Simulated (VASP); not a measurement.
# Ge (Fd-3m) in VASP: further runs

The runs below take Ge through single point, with r2SCAN.

All numbers are computed with VASP 6.6.1; they aren't measurements. Logs are shortened: lines on timing, memory, paths and dates and some standing lists are left out, and cuts for length are marked.

**1. The cell of the first run**

The structure is cubic, space group Fd-3m (No. 227). The conventional cell has a = 4.891 Å, b = 4.891 Å, c = 4.891 Å, α = 90.00°, β = 90.00°, γ = 90.00°. Within 2.8 Å of Ge (site symmetry -43m) lie 4 Ge at 2.12 Å.

**2. Single point, r2SCAN (14.62 Å³/atom)**

Contents of POSCAR:

```
Ge
1.0
    0.0000000000      2.4454024603      2.4454024603
    2.4454024603      0.0000000000      2.4454024603
    2.4454024603      2.4454024603      0.0000000000
Ge
2
Direct
   -0.1250000000     -0.1250000000     -0.1250000000
    0.1250000000      0.1250000000      0.1250000000
```

Contents of INCAR.step1:

```
SYSTEM = Ge
ALGO = Normal
EDIFF = 1E-4
ENCUT = 520
GGA = PE
ISMEAR = -1
LASPH = .TRUE.
LCHARG = .FALSE.
LREAL = .FALSE.
LWAVE = .TRUE.
NBANDS = 21
NELM = 80
PREC = Accurate
SIGMA = 0.08
```

Contents of INCAR.step2:

```
SYSTEM = Ge
ALGO = Normal
EDIFF = 1E-6
ENCUT = 520
ISIF = 2
ISMEAR = -1
ISTART = 1
LASPH = .TRUE.
LCHARG = .FALSE.
LMIXTAU = .TRUE.
LREAL = .FALSE.
LWAVE = .FALSE.
METAGGA = R2SCAN
NBANDS = 21
NELM = 80
PREC = Accurate
SIGMA = 0.08
```

Contents of KPOINTS:

```
k-points
0
G
  12 12 12
  0 0 0
```

Potentials or basis: VASP PAW PBE potentials, release 64 (Ge_d).

Started as:

```
> cat potpaw_PBE.64/Ge_d/POTCAR > POTCAR
> cp INCAR.step1 INCAR
> mpirun -np 1 vasp_std > vasp.out
> cp INCAR.step2 INCAR
> mpirun -np 1 vasp_std > vasp.out
```

OUTCAR:

```text
SYSTEM = Ge
   EDIFF = 1E-6
   ENCUT = 520
   ISIF = 2
   ISMEAR = -1
   ISTART = 1
   LASPH = .TRUE.
   LREAL = .FALSE.
   METAGGA = R2SCAN
   NELM = 80
   PREC = Accurate

 ion  position               nearest neighbor table
   1  0.875  0.875  0.875-   2 2.12   2 2.12   2 2.12   2 2.12
   2  0.125  0.125  0.125-   1 2.12   1 2.12   1 2.12   1 2.12

  LATTYP: Found a face centered cubic cell.
 ALAT       =     4.8908049206

  Lattice vectors:

 A1 = (   0.0000000000,   2.4454024603,   2.4454024603)
 A2 = (   2.4454024603,   0.0000000000,   2.4454024603)
 A3 = (   2.4454024603,   2.4454024603,   0.0000000000)

Analysis of symmetry for initial positions (statically):
=====================================================================
 Subroutine PRICEL returns:
 Original cell was already a primitive cell.

 Routine SETGRP: Setting up the symmetry group for a
 face centered cubic supercell.

 Subroutine GETGRP returns: Found 48 space group operations
 (whereof 12 operations were pure point group operations)
 out of a pool of 48 trial point group operations.

The static configuration has the point symmetry D_3d.
 The point group associated with its full space group is O_h .

Analysis of symmetry for dynamics (positions and initial velocities):
=====================================================================
 Subroutine PRICEL returns:
 Original cell was already a primitive cell.

 Routine SETGRP: Setting up the symmetry group for a
 face centered cubic supercell.

 Subroutine GETGRP returns: Found 48 space group operations
 (whereof 12 operations were pure point group operations)
 out of a pool of 48 trial point group operations.

The dynamic configuration has the point symmetry D_3d.
 The point group associated with its full space group is O_h .

 Subroutine INISYM returns: Found 48 space group operations
 (whereof 12 operations are pure point group operations),
 and found     1 'primitive' translations

----------------------------------------------------------------------------------------

                                     Primitive cell

  volume of cell :      29.2470

  direct lattice vectors                    reciprocal lattice vectors
     0.000000000  2.445402460  2.445402460    -0.204465321  0.204465321  0.204465321
     2.445402460  0.000000000  2.445402460     0.204465321 -0.204465321  0.204465321
     2.445402460  2.445402460  0.000000000     0.204465321  0.204465321 -0.204465321

  length of vectors
     3.458321325  3.458321325  3.458321325     0.354144325  0.354144325  0.354144325

  position of ions in fractional coordinates (direct lattice)
     0.875000000  0.875000000  0.875000000
     0.125000000  0.125000000  0.125000000

  ion indices of the primitive-cell ions
   primitive index   ion index
                 1           1
                 2           2

----------------------------------------------------------------------------------------

 KPOINTS: k-points

Automatic generation of k-mesh.
 Grid dimensions read from file:
 generate k-points for:   12   12   12

 Generating k-lattice:

  Cartesian coordinates                     Fractional coordinates (reciprocal lattice)
    -0.017038777  0.017038777  0.017038777     0.083333333  0.000000000  0.000000000
     0.017038777 -0.017038777  0.017038777     0.000000000  0.083333333  0.000000000
     0.017038777  0.017038777 -0.017038777     0.000000000  0.000000000  0.083333333

  Length of vectors
     0.029512027  0.029512027  0.029512027

  Shift w.r.t. Gamma in fractional coordinates (k-lattice)
     0.000000000  0.000000000  0.000000000

 Subroutine IBZKPT returns following result:
 ===========================================

 Found     72 irreducible k-points:

 Following reciprocal coordinates:
            Coordinates               Weight
  0.000000  0.000000  0.000000      1.000000
  0.083333  0.000000  0.000000      8.000000
  0.166667  0.000000  0.000000      8.000000
  0.250000  0.000000  0.000000      8.000000
  0.333333  0.000000  0.000000      8.000000
  0.416667  0.000000  0.000000      8.000000
[... 16 lines left out ...]
  0.500000  0.166667  0.000000     24.000000
 -0.416667  0.166667  0.000000     24.000000
 [... further k-points ...]
   k-points           NKPTS =     72   k-points in BZ     NKDIM =     72   number of bands    NBANDS=     21
   number of dos      NEDOS =    301   number of ions     NIONS =      2
   total plane-waves  NPLWV =  21952
   dimension x,y,z NGX =    28 NGY =   28 NGZ =   28
   dimension x,y,z NGXF=    56 NGYF=   56 NGZF=   56
   ions per type =               2
   NGX,Y,Z   is equivalent  to a cutoff of  13.46, 13.46, 13.46 a.u.
   NGXF,Y,Z  is equivalent  to a cutoff of  26.92, 26.92, 26.92 a.u.
 SYSTEM =  Ge
   PREC   = accura    normal or accurate (medium, high low for compatibility)
   ISTART =      1    job   : 0-new  1-cont  2-samecut
   ICHARG =      0    charge: 1-file 2-atom 10-const
   ISPIN  =      1    spin polarized calculation?
   LNONCOLLINEAR =      F non collinear calculations
   LSORBIT =      F    spin-orbit coupling
   LASPH  =      T    aspherical Exc in radial PAW
   ENCUT  =  520.0 eV  38.22 Ry    6.18 a.u.   6.43  6.43  6.43*2*pi/ulx,y,z
   NELM   =     80;   NELMIN=  2; NELMDL=  0     # of ELM steps
   EDIFF  = 0.1E-05   stopping-criterion for ELM
   LREAL  =      F    real-space projection
   EDIFFG = 0.1E-04   stopping-criterion for IOM
   NSW    =      0    number of steps for IOM
   IBRION =     -1    ionic relax: 0-MD 1-quasi-New 2-CG
   NFREE  =      0    steps in history (QN), initial steepest desc. (CG)
   ISIF   =      2    stress and relaxation
   ISYM   =      2    0-nonsym 1-usesym 2-fastsym
   POTIM  = 0.5000    time-step for ionic-motion
   TEBEG  =    0.0;   TEEND  =   0.0 temperature during run
   PSTRESS=    0.0 pullay stress
   NELECT =      28.0000    total number of electrons
   NUPDOWN=      -1.0000    fix difference up-down
   EMIN   =  10.00;   EMAX   =-10.00  energy-range for DOS
   EFERMI =   0.00;   METHOD = LEGACY
   ISMEAR =    -1;   SIGMA  =   0.08  broadening in eV -4-tet -1-fermi 0-gaus
   EFERMI_NEDOS =   21; number of points for ismear=-14 and -15
   IALGO  =     38    algorithm
   IMIX   =      4    mixing-type and parameters
     AMIX     =   0.40;   BMIX     =  1.00
     AMIX_MAG =   1.60;   BMIX_MAG =  1.00
  volume/ion in A,a.u.               =      14.62        98.68
  Fermi-wavevector in a.u.,A,eV,Ry     =   1.613493  3.049060 35.420871  2.603361
  Thomas-Fermi vector in A             =   2.708554
   LORBIT       =      0    0 simple, 1 ext, 2 COOP (PROOUT), +10 PAW based schemes
   METAGGA = R2SCAN    functional components
   LHFCALC =     F    Hartree Fock is set to
   AEXX    =    0.0000 exact exchange contribution
   IVDW    =     0    specifies the selected vdW correction
   LEPSILON=     F    determine dielectric tensor
   LRPA    =     F    only Hartree local field effects (RPA)
 non-spin polarized calculation
  energy-cutoff  :      520.00
  volume of cell :       29.25
 maximum number of plane-waves:       817
 NGX is ok and might be reduce to    28
   NGX = 13   NGY = 13   NGZ = 13

 number of electron      27.9999980 magnetization

 Free energy of the ion-electron system (eV)
  ---------------------------------------------------
  ext. energy  EPLUGINS =         0.00000000
  ---------------------------------------------------
  free energy    TOTEN  =       -24.72205002 eV

  energy without entropy =      -24.71971921  energy(sigma->0) =      -24.72088461

 E-fermi :  10.1869     XC(G=0): -13.3195

 val. band max:       10.1650444482   @ k =   0.4167   0.4167   0.0000
 cond. band min:      10.3286600003   @ k =   0.0000   0.0000   0.0000
 fundamental gap:      0.1636155522
 Fermi energy:        10.1868626744

 k-point     1 :       0.0000    0.0000    0.0000
  band No.  band energies     occupation
      1     -16.6040      2.00000
      2     -16.6040      2.00000
      3     -16.6040      2.00000
      4     -16.5209      2.00000
      5     -16.5209      2.00000
      6     -15.9014      2.00000
[... 13 lines left out ...]
     20      21.4184      0.00000
     21      21.4184      0.00000

 k-point     2 :       0.0833    0.0000    0.0000
  band No.  band energies     occupation
      1     -16.6198      2.00000
      2     -16.6198      2.00000
      3     -16.6010      2.00000
      4     -16.4992      2.00000
      5     -16.4992      2.00000
      6     -15.9096      2.00000
[... 13 lines left out ...]
     20      20.3884      0.00000
     21      20.3884      0.00000

 k-point     3 :       0.1667    0.0000    0.0000
  band No.  band energies     occupation
      1     -16.6434      2.00000
      2     -16.6434      2.00000
      3     -16.5929      2.00000
      4     -16.4605      2.00000
      5     -16.4604      2.00000
      6     -15.9265      2.00000
[... 13 lines left out ...]
     20      19.5476      0.00000
     21      20.0988      0.00000

 k-point     4 :       0.2500    0.0000    0.0000
  band No.  band energies     occupation
      1     -16.6592      2.00000
      2     -16.6592      2.00000
      3     -16.5821      2.00000
      4     -16.4271      2.00000
      5     -16.4271      2.00000
      6     -15.9404      2.00000
[... 13 lines left out ...]
     20      19.6866      0.00000
     21      20.4023      0.00000

 k-point     5 :       0.3333    0.0000    0.0000
  band No.  band energies     occupation
      1     -16.6657      2.00000
      2     -16.6657      2.00000
      3     -16.5713      2.00000
      4     -16.4074      2.00000
      5     -16.4074      2.00000
      6     -15.9551      2.00000
[... 13 lines left out ...]
     20      20.8978      0.00000
     21      22.0444      0.00000
[... 382 lines left out ...]
     20      22.6637      0.00000
     21      23.2197      0.00000

 k-point    22 :       0.4167    0.1667    0.0000
  band No.  band energies     occupation
      1     -16.7134      2.00000
      2     -16.6635      2.00000
      3     -16.5536      2.00000
      4     -16.3739      2.00000
      5     -16.3074      2.00000
      6     -16.1243      2.00000
[... 13 lines left out ...]
     20      24.2621      0.00000
     21      25.1208      0.00000

 k-point    23 :       0.5000    0.1667    0.0000
  band No.  band energies     occupation
      1     -16.7218      2.00000
      2     -16.6751      2.00000
      3     -16.5218      2.00000
      4     -16.3480      2.00000
      5     -16.3238      2.00000
      6     -16.0987      2.00000
[... 13 lines left out ...]
     20      24.5541      0.00000
     21      25.1909      0.00000

 k-point    24 :      -0.4167    0.1667    0.0000
  band No.  band energies     occupation
      1     -16.7200      2.00000
      2     -16.6865      2.00000
      3     -16.5012      2.00000
      4     -16.3561      2.00000
      5     -16.3265      2.00000
      6     -16.0612      2.00000
[... 13 lines left out ...]
     20      22.1275      0.00000
     21      23.5599      0.00000

 [... further k-points ...]

------------------------ aborting loop because EDIFF is reached ----------------------------------------

  FORCE on cell =-STRESS in cart. coord.  units (eV):
  Direction    XX          YY          ZZ          XY          YZ          ZX
  --------------------------------------------------------------------------------------
  -------------------------------------------------------------------------------------
  Total       15.9966405     15.9966405     15.9966405     -0.0000000      0.0000000     -0.0000000
  in kB      876.3111513    876.3111513    876.3111513     -0.0000000      0.0000000     -0.0000000
  external PRESSURE =     876.3111513 kB  Pullay stress =       0.0000000 kB

 VOLUME and BASIS-vectors are now :
 -----------------------------------------------------------------------------
  energy-cutoff  :      520.00
  volume of cell :       29.25
      direct lattice vectors                 reciprocal lattice vectors
     0.000000000  2.445402460  2.445402460    -0.204465321  0.204465321  0.204465321
     2.445402460  0.000000000  2.445402460     0.204465321 -0.204465321  0.204465321
     2.445402460  2.445402460  0.000000000     0.204465321  0.204465321 -0.204465321

 POSITION                                       TOTAL-FORCE (eV/Angst)
 -----------------------------------------------------------------------------------
      4.27945      4.27945      4.27945        -0.000000      0.000000      0.000000
      0.61135      0.61135      0.61135         0.000000     -0.000000     -0.000000
 -----------------------------------------------------------------------------------
    total drift:                                0.000000     -0.000000     -0.000000

  FREE ENERGIE OF THE ION-ELECTRON SYSTEM (eV)
  ---------------------------------------------------
  free  energy   TOTEN  =       -24.7220500158 eV

  energy  without entropy=      -24.7197192051  energy(sigma->0) =      -24.72088461
```

Run time: 2 min. Hardware: 1 thread of Intel Xeon Platinum 8488C (Sapphire Rapids), shared host; peak memory 0.18 GiB.

What came out:

- Free energy: -24.7221 eV
- Pressure: 87.6 GPa
- Band gap on the k mesh: zero (bands 14 and 15 overlap by 0.16 eV)

Caveat: the cell stands under pressure; semilocal functionals underestimate gaps, and a narrow one can read as zero; the PAW data sets were made with another functional, which shifts forces and pressure a little.

**3. Single point, r2SCAN (16.45 Å³/atom)**

This run uses another cell than the first one, of 16.45 Å³/atom.

Contents of POSCAR:

```
Ge
1.0
    0.0000000000      2.5433210492      2.5433210492
    2.5433210492      0.0000000000      2.5433210492
    2.5433210492      2.5433210492      0.0000000000
Ge
2
Direct
   -0.1250000000     -0.1250000000     -0.1250000000
    0.1250000000      0.1250000000      0.1250000000
```

Contents of INCAR.step1:

```
SYSTEM = Ge
PREC = Accurate
ENCUT = 520
ISMEAR = -1
SIGMA = 0.08
LREAL = .False.
LASPH = .True.
NELM = 100
NBANDS = 21
GGA = PE
ALGO = Normal
EDIFF = 1E-4
LWAVE = .True.
LCHARG = .False.
```

Contents of INCAR.step2:

```
SYSTEM = Ge
PREC = Accurate
ENCUT = 520
EDIFF = 1E-6
ISMEAR = -1
SIGMA = 0.08
LREAL = .False.
LASPH = .True.
NELM = 100
ALGO = Normal
ISIF = 2
LWAVE = .False.
LCHARG = .False.
METAGGA = R2SCAN
LMIXTAU = .True.
NBANDS = 21
ISTART = 1
```

Contents of KPOINTS:

```
regular mesh
0
Gamma
  12 12 12
  0 0 0
```

Potentials or basis: VASP PAW PBE potentials, release 64 (Ge_d).

Started as:

```
> cat potpaw_PBE.64/Ge_d/POTCAR > POTCAR
> cp INCAR.step1 INCAR
> mpirun -np 1 vasp_std > vasp.out
> cp INCAR.step2 INCAR
> mpirun -np 1 vasp_std > vasp.out
```

Wall time 1.9 min (1 thread of Intel Xeon Platinum 8488C (Sapphire Rapids), shared host); peak memory 0.18 GiB.

It converged, with:

```
Free energy            : -26.2584 eV
Pressure               : 50.0 GPa
Band gap on the k mesh : 0.17 eV (least direct gap 2.71 eV)
```

Levels at points of the mesh, in eV from the valence-band top:
| k point | band 11 | band 12 | band 13 | band 14 | band 15 | band 16 | band 17 | band 18 |
| --- | --- | --- | --- | --- | --- | --- | --- | --- |
| (0.00, 0.00, 0.00) | -16.34 | 0.00 | 0.00 | 0.00 | 2.71 | 2.71 | 2.71 | 3.77 |
| (0.50, 0.00, 0.00) | -13.18 | -9.97 | -2.11 | -2.11 | 1.66 | 3.97 | 3.97 | 7.64 |
| (0.50, 0.50, 0.00) | -10.84 | -10.84 | -4.64 | -4.64 | 0.36 | 0.36 | 13.07 | 13.07 |

Caveat: the cell stands under pressure; the PAW data sets were made with another functional, which shifts forces and pressure a little.

**4. Single point, r2SCAN (18.28 Å³/atom)**

This run uses another cell than the first one, of 18.28 Å³/atom.

Contents of POSCAR:

```
Ge
1.0
    0.0000000000      2.6342299457      2.6342299457
    2.6342299457      0.0000000000      2.6342299457
    2.6342299457      2.6342299457      0.0000000000
Ge
2
Direct
   -0.1250000000     -0.1250000000     -0.1250000000
    0.1250000000      0.1250000000      0.1250000000
```

Contents of INCAR.step1:

```
PREC = Accurate
ENCUT = 520
ISMEAR = -1
SIGMA = 0.08
LREAL = F
LASPH = T
NELM = 60
NBANDS = 21
GGA = PE
ALGO = Normal
EDIFF = 1E-4
LWAVE = T
LCHARG = F
```

Contents of INCAR.step2:

```
PREC = Accurate
ENCUT = 520
EDIFF = 1E-6
ISMEAR = -1
SIGMA = 0.08
LREAL = F
LASPH = T
NELM = 60
ALGO = Normal
ISIF = 2
LWAVE = F
LCHARG = F
METAGGA = R2SCAN
LMIXTAU = T
NBANDS = 21
ISTART = 1
```

Contents of KPOINTS:

```
regular mesh
0
Gamma
  12 12 12
```

Started as:

```
> cat potpaw_PBE.64/Ge_d/POTCAR > POTCAR
> cp INCAR.step1 INCAR
> mpirun -np 1 vasp_std > vasp.out
> cp INCAR.step2 INCAR
> mpirun -np 1 vasp_std > vasp.out
```

Run time: 2.2 min. Hardware: 1 thread of Intel Xeon Platinum 8488C (Sapphire Rapids), shared host; peak memory 0.18 GiB.

The run converged. Its results:

```
Free energy            : -27.1155 eV
Pressure               : 26.9 GPa
Band gap on the k mesh : 0.41 eV (least direct gap 2.61 eV)
```

Levels at points of the mesh, in eV from the valence-band top:
```csv
k point,band 12,band 13,band 14,band 15,band 16,band 17
"(0.00, 0.00, 0.00)",0.00,0.00,0.00,2.61,2.74,2.74
"(0.50, 0.00, 0.00)",-9.15,-1.88,-1.88,1.23,4.03,4.03
"(0.50, 0.50, 0.00)",-10.22,-4.12,-4.12,0.62,0.62,12.05
```

Caveat: the cell stands under pressure; the PAW data sets were made with another functional, which shifts forces and pressure a little.

(Part 1 of 2 ends here.)

The gap in the log of VASP goes by the Fermi energy; the results here count the filled bands.